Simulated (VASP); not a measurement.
# In2BiO2 (I4/mmm) in VASP: single point with r2SCAN

Aim: the single point of In2BiO2 with r2SCAN.

All numbers are computed with VASP 6.6.1; they aren't measurements. Logs are shortened: lines on timing, memory, paths and dates and some standing lists are left out, and cuts for length are marked.

## 1. The cell of the first run

Symmetry: I4/mmm, No. 139, tetragonal system. Conventional cell: a = 3.921 Å, b = 3.921 Å, c = 13.353 Å, α = 90.00°, β = 90.00°, γ = 90.00°. Within 2.9 Å of In (site symmetry 4mm) lie 4 O at 2.21 Å. Bi (site symmetry 4/mmm) has 10 In at 3.62 to 4.35 Å and 8 O at 3.87 Å and 4 Bi at 3.92 Å within 4.8 Å. Within 2.9 Å of O (site symmetry -4m2) lie 4 In at 2.21 Å and 4 O at 2.77 Å.

## 2. Single point, r2SCAN

Contents of POSCAR:

```
In2BiO2
1.0
    0.0000000000      3.9214450000     -0.0000001468
    3.9214450000      0.0000000000     -0.0000001468
    1.9607222500      1.9607222500     -6.6763721468
In Bi O
2 1 2
Direct
    0.3257989460      0.3257989460      0.3484021080
    0.6742010540      0.6742010540      0.6515978920
    0.0000000000      0.0000000000      0.0000000000
    0.2500000000      0.7500000000      0.5000000000
    0.7500000000      0.2500000000      0.5000000000
```

Contents of INCAR.step1:

```
  ALGO = Normal
  EDIFF = 1E-4
  ENCUT = 520
  GGA = PE
  ISMEAR = 1
  LASPH = T
  LCHARG = F
  LREAL = F
  LWAVE = T
  NBANDS = 34
  NELM = 100
  PREC = Accurate
  SIGMA = 0.098
```

Contents of INCAR.step2:

```
  ALGO = Normal
  EDIFF = 1E-6
  ENCUT = 520
  ISIF = 2
  ISMEAR = 1
  ISTART = 1
  LASPH = T
  LCHARG = F
  LMIXTAU = T
  LREAL = F
  LWAVE = F
  METAGGA = R2SCAN
  NBANDS = 34
  NELM = 100
  PREC = Accurate
  SIGMA = 0.098
```

Contents of KPOINTS:

```
k-points
0
Gamma
  7 7 7
```

Potentials or basis: VASP PAW PBE potentials, release 64 (In_d, Bi_d, O).

On the command line:

```bash
$ cat potpaw_PBE.64/In_d/POTCAR potpaw_PBE.64/Bi_d/POTCAR potpaw_PBE.64/O/POTCAR > POTCAR
$ cp INCAR.step1 INCAR
$ mpirun -np 1 vasp_std > vasp.out
$ cp INCAR.step2 INCAR
$ mpirun -np 1 vasp_std > vasp.out
```

OUTCAR:

```text
EDIFF = 1E-6
   ENCUT = 520
   ISIF = 2
   ISMEAR = 1
   ISTART = 1
   LASPH = T
   LREAL = F
   METAGGA = R2SCAN
   NELM = 100
   PREC = Accurate

 ion  position               nearest neighbor table
   1  0.326  0.326  0.348-   4 2.21   5 2.21   4 2.21   5 2.21   2 3.43   2 3.43   2 3.43   2 3.43
                             3 3.62   3 3.62   3 3.62   3 3.62
   2  0.674  0.674  0.652-   4 2.21   5 2.21   4 2.21   5 2.21   1 3.43   1 3.43   1 3.43   1 3.43
                             3 3.62   3 3.62   3 3.62   3 3.62
   3  0.000  0.000  0.000-   1 3.62   2 3.62   2 3.62   2 3.62   1 3.62   1 3.62   2 3.62   1 3.62

   4  0.250  0.750  0.500-   1 2.21   2 2.21   1 2.21   2 2.21
   5  0.750  0.250  0.500-   1 2.21   2 2.21   1 2.21   2 2.21

  LATTYP: Found a body centered tetragonal cell.
 ALAT       =     3.9214450000
 C/A-ratio  =     3.4050570644

  Lattice vectors:

 A1 = (  -1.9607222500,   1.9607227500,   6.6763720000)
 A2 = (   1.9607227500,  -1.9607222500,   6.6763720000)
 A3 = (   1.9607222500,   1.9607222500,  -6.6763721468)

Analysis of symmetry for initial positions (statically):
=====================================================================
 Subroutine PRICEL returns:
 Original cell was already a primitive cell.

 Routine SETGRP: Setting up the symmetry group for a
 body centered tetragonal supercell.

 Subroutine GETGRP returns: Found 16 space group operations
 (whereof 16 operations were pure point group operations)
 out of a pool of 16 trial point group operations.

The static configuration has the point symmetry D_4h.

Analysis of symmetry for dynamics (positions and initial velocities):
=====================================================================
 Subroutine PRICEL returns:
 Original cell was already a primitive cell.

 Routine SETGRP: Setting up the symmetry group for a
 body centered tetragonal supercell.

 Subroutine GETGRP returns: Found 16 space group operations
 (whereof 16 operations were pure point group operations)
 out of a pool of 16 trial point group operations.

The dynamic configuration has the point symmetry D_4h.

 Subroutine INISYM returns: Found 16 space group operations
 (whereof 16 operations are pure point group operations),
 and found     1 'primitive' translations

----------------------------------------------------------------------------------------

                                     Primitive cell

  volume of cell :     102.6675

  direct lattice vectors                    reciprocal lattice vectors
     0.000000000  3.921445000 -0.000000147     0.000000003  0.255008042  0.074890964
     3.921445000  0.000000000 -0.000000147     0.255008042  0.000000003  0.074890964
     1.960722250  1.960722250 -6.676372147    -0.000000006 -0.000000006 -0.149781947

  length of vectors
     3.921445000  3.921445000  7.229302077     0.265777648  0.265777648  0.149781947

  position of ions in fractional coordinates (direct lattice)
     0.325798946  0.325798946  0.348402108
     0.674201054  0.674201054  0.651597892
     0.000000000  0.000000000  0.000000000
     0.250000000  0.750000000  0.500000000
     0.750000000  0.250000000  0.500000000

  ion indices of the primitive-cell ions
   primitive index   ion index
                 1           1
                 2           2
                 3           3
                 4           4
                 5           5

----------------------------------------------------------------------------------------

 KPOINTS: k-points

Automatic generation of k-mesh.
 Grid dimensions read from file:
 generate k-points for:    7    7    7

 Generating k-lattice:

  Cartesian coordinates                     Fractional coordinates (reciprocal lattice)
     0.000000000  0.036429720  0.010698709     0.142857143  0.000000000  0.000000000
     0.036429720  0.000000000  0.010698709     0.000000000  0.142857143  0.000000000
    -0.000000001 -0.000000001 -0.021397421     0.000000000  0.000000000  0.142857143

  Length of vectors
     0.037968235  0.037968235  0.021397421

  Shift w.r.t. Gamma in fractional coordinates (k-lattice)
     0.000000000  0.000000000  0.000000000

 Subroutine IBZKPT returns following result:
 ===========================================

 Found     40 irreducible k-points:

 Following reciprocal coordinates:
            Coordinates               Weight
  0.000000  0.000000  0.000000      1.000000
  0.142857  0.000000  0.000000      8.000000
  0.285714  0.000000 -0.000000      8.000000
  0.428571  0.000000 -0.000000      8.000000
  0.142857  0.142857  0.000000      8.000000
  0.285714  0.142857 -0.000000     16.000000
[... 16 lines left out ...]
  0.285714  0.285714  0.142857      8.000000
  0.428571  0.285714  0.142857     16.000000
 [... further k-points ...]
   k-points           NKPTS =     40   k-points in BZ     NKDIM =     40   number of bands    NBANDS=     34
   number of dos      NEDOS =    301   number of ions     NIONS =      5
   total plane-waves  NPLWV =  48600
   dimension x,y,z NGX =    30 NGY =   30 NGZ =   54
   dimension x,y,z NGXF=    60 NGYF=   60 NGZF=  108
   ions per type =               2   1   2
   NGX,Y,Z   is equivalent  to a cutoff of  12.72, 12.72, 12.42 a.u.
   NGXF,Y,Z  is equivalent  to a cutoff of  25.44, 25.44, 24.84 a.u.
 SYSTEM =  unknown system
   PREC   = accura    normal or accurate (medium, high low for compatibility)
   ISTART =      1    job   : 0-new  1-cont  2-samecut
   ICHARG =      0    charge: 1-file 2-atom 10-const
   ISPIN  =      1    spin polarized calculation?
   LNONCOLLINEAR =      F non collinear calculations
   LSORBIT =      F    spin-orbit coupling
   LASPH  =      T    aspherical Exc in radial PAW
   ENCUT  =  520.0 eV  38.22 Ry    6.18 a.u.   7.29  7.29 13.44*2*pi/ulx,y,z
   NELM   =    100;   NELMIN=  2; NELMDL=  0     # of ELM steps
   EDIFF  = 0.1E-05   stopping-criterion for ELM
   LREAL  =      F    real-space projection
   EDIFFG = 0.1E-04   stopping-criterion for IOM
   NSW    =      0    number of steps for IOM
   IBRION =     -1    ionic relax: 0-MD 1-quasi-New 2-CG
   NFREE  =      0    steps in history (QN), initial steepest desc. (CG)
   ISIF   =      2    stress and relaxation
   ISYM   =      2    0-nonsym 1-usesym 2-fastsym
   POTIM  = 0.5000    time-step for ionic-motion
   TEBEG  =    0.0;   TEEND  =   0.0 temperature during run
   PSTRESS=    0.0 pullay stress
   NELECT =      53.0000    total number of electrons
   NUPDOWN=      -1.0000    fix difference up-down
   EMIN   =  10.00;   EMAX   =-10.00  energy-range for DOS
   EFERMI =   0.00;   METHOD = LEGACY
   ISMEAR =     1;   SIGMA  =   0.10  broadening in eV -4-tet -1-fermi 0-gaus
   EFERMI_NEDOS =   21; number of points for ismear=-14 and -15
   IALGO  =     38    algorithm
   IMIX   =      4    mixing-type and parameters
     AMIX     =   0.40;   BMIX     =  1.00
     AMIX_MAG =   1.60;   BMIX_MAG =  1.00
  volume/ion in A,a.u.               =      20.53       138.57
  Fermi-wavevector in a.u.,A,eV,Ry     =   1.313276  2.481731 23.465868  1.724693
  Thomas-Fermi vector in A             =   2.443610
   LORBIT       =      0    0 simple, 1 ext, 2 COOP (PROOUT), +10 PAW based schemes
   METAGGA = R2SCAN    functional components
   LHFCALC =     F    Hartree Fock is set to
   AEXX    =    0.0000 exact exchange contribution
   IVDW    =     0    specifies the selected vdW correction
   LEPSILON=     F    determine dielectric tensor
   LRPA    =     F    only Hartree local field effects (RPA)
 non-spin polarized calculation
 Methfessel and Paxton  Order N= 1 SIGMA  =   0.10
  energy-cutoff  :      520.00
  volume of cell :      102.67
 maximum number of plane-waves:      2797
 NGX is ok and might be reduce to    30
   NGX = 15   NGY = 15   NGZ = 27

 number of electron      52.9999979 magnetization

 Free energy of the ion-electron system (eV)
  ---------------------------------------------------
  ext. energy  EPLUGINS =         0.00000000
  ---------------------------------------------------
  free energy    TOTEN  =      -120.17763879 eV

  energy without entropy =     -120.17631319  energy(sigma->0) =     -120.17719692

 E-fermi :   6.3819     XC(G=0): -10.7719

 val. band max:        6.3566747405   @ k =  -0.2857  -0.4286   0.1429
 cond. band min:       6.3829669618   @ k =   0.2857   0.1429  -0.0000
 fundamental gap:      0.0262922213
 Fermi energy:         6.3818907141

 k-point     1 :       0.0000    0.0000    0.0000
  band No.  band energies     occupation
      1     -17.2117      2.00000
      2     -17.1630      2.00000
      3     -17.0870      2.00000
      4     -17.0870      2.00000
      5     -17.0730      2.00000
      6     -14.2186      2.00000
[... 26 lines left out ...]
     33      14.0534      0.00000
     34      14.0534      0.00000

 k-point     2 :       0.1429    0.0000    0.0000
  band No.  band energies     occupation
      1     -17.2050      2.00000
      2     -17.1655      2.00000
      3     -17.0899      2.00000
      4     -17.0867      2.00000
      5     -17.0702      2.00000
      6     -14.1611      2.00000
[... 26 lines left out ...]
     33      13.7581      0.00000
     34      13.9072      0.00000

 k-point     3 :       0.2857    0.0000   -0.0000
  band No.  band energies     occupation
      1     -17.1908      2.00000
      2     -17.1711      2.00000
      3     -17.0965      2.00000
      4     -17.0861      2.00000
      5     -17.0630      2.00000
      6     -14.0070      2.00000
[... 26 lines left out ...]
     33      13.7419      0.00000
     34      14.4186      0.00000

 k-point     4 :       0.4286    0.0000   -0.0000
  band No.  band energies     occupation
      1     -17.1805      2.00000
      2     -17.1756      2.00000
      3     -17.1018      2.00000
      4     -17.0857      2.00000
      5     -17.0563      2.00000
      6     -13.8022      2.00000
[... 26 lines left out ...]
     33      13.4785      0.00000
     34      14.3242      0.00000

 k-point     5 :       0.1429    0.1429    0.0000
  band No.  band energies     occupation
      1     -17.1980      2.00000
      2     -17.1681      2.00000
      3     -17.0897      2.00000
      4     -17.0896      2.00000
      5     -17.0676      2.00000
      6     -14.1071      2.00000
[... 621 lines left out ...]
 k-point    22 :      -0.1429    0.0000    0.1429
  band No.  band energies     occupation
      1     -17.2050      2.00000
      2     -17.1655      2.00000
      3     -17.0899      2.00000
      4     -17.0867      2.00000
      5     -17.0701      2.00000
      6     -14.1608      2.00000
[... 26 lines left out ...]
     33      13.4702      0.00000
     34      13.7476      0.00000

 k-point    23 :       0.2857    0.2857    0.1429
  band No.  band energies     occupation
      1     -17.1802      2.00000
      2     -17.1669      2.00000
      3     -17.0956      2.00000
      4     -17.0954      2.00000
      5     -17.0561      2.00000
      6     -13.8491      2.00000
[... 26 lines left out ...]
     33      14.0059      0.00000
     34      14.5612      0.00000

 k-point    24 :       0.4286    0.2857    0.1429
  band No.  band energies     occupation
      1     -17.1852      2.00000
      2     -17.1549      2.00000
      3     -17.1007      2.00000
      4     -17.0949      2.00000
      5     -17.0511      2.00000
      6     -13.7066      2.00000
[... 26 lines left out ...]
     33      13.0290      0.00000
     34      14.8458      0.00000

 [... further k-points ...]

------------------------ aborting loop because EDIFF is reached ----------------------------------------

  FORCE on cell =-STRESS in cart. coord.  units (eV):
  Direction    XX          YY          ZZ          XY          YZ          ZX
  --------------------------------------------------------------------------------------
  -------------------------------------------------------------------------------------
  Total       -3.6417752     -3.6417752     -1.2156906     -0.0000000      0.0000001      0.0000001
  in kB      -56.8317381    -56.8317381    -18.9714643     -0.0000000      0.0000014      0.0000014
  external PRESSURE =     -44.2116468 kB  Pullay stress =       0.0000000 kB

 VOLUME and BASIS-vectors are now :
 -----------------------------------------------------------------------------
  energy-cutoff  :      520.00
  volume of cell :      102.67
      direct lattice vectors                 reciprocal lattice vectors
     0.000000000  3.921445000 -0.000000147     0.000000003  0.255008042  0.074890964
     3.921445000  0.000000000 -0.000000147     0.255008042  0.000000003  0.074890964
     1.960722250  1.960722250 -6.676372147    -0.000000006 -0.000000006 -0.149781947

 POSITION                                       TOTAL-FORCE (eV/Angst)
 -----------------------------------------------------------------------------------
      1.96072      1.96072     -2.32606         0.000000      0.000000      0.088702
      3.92144      3.92144     -4.35031        -0.000000     -0.000000     -0.088702
      0.00000      0.00000      0.00000         0.000000     -0.000000      0.000000
      3.92144      1.96072     -3.33819         0.000000      0.000000     -0.000000
      1.96072      3.92144     -3.33819        -0.000000     -0.000000      0.000000
 -----------------------------------------------------------------------------------
    total drift:                               -0.000000     -0.000000      0.000000

  FREE ENERGIE OF THE ION-ELECTRON SYSTEM (eV)
  ---------------------------------------------------
  free  energy   TOTEN  =      -120.1776387891 eV

  energy  without entropy=     -120.1763131877  energy(sigma->0) =     -120.17719692
```

Run time: 12 min. Hardware: 1 thread of AMD EPYC 7R13 (Zen 3), shared host; peak memory 0.28 GiB.

Results:

| Property | Result |
| --- | --- |
| Free energy | -120.1776 eV |
| Pressure | -4.4 GPa |
| Largest force | 0.089 eV/Å |

Forces in eV/Å, atoms in the order of the input:
```
In   0.000  0.000  0.089
In   0.000  0.000 -0.089
Bi   0.000  0.000  0.000
O    0.000  0.000  0.000
O    0.000  0.000  0.000
```

Caveat: the PAW data sets were made with another functional, which shifts forces and pressure a little; spin-orbit coupling is left out, which moves the levels of the heavy elements; an odd number of electrons without spin polarisation forces a metal; a magnetic or distorted state may lie lower.
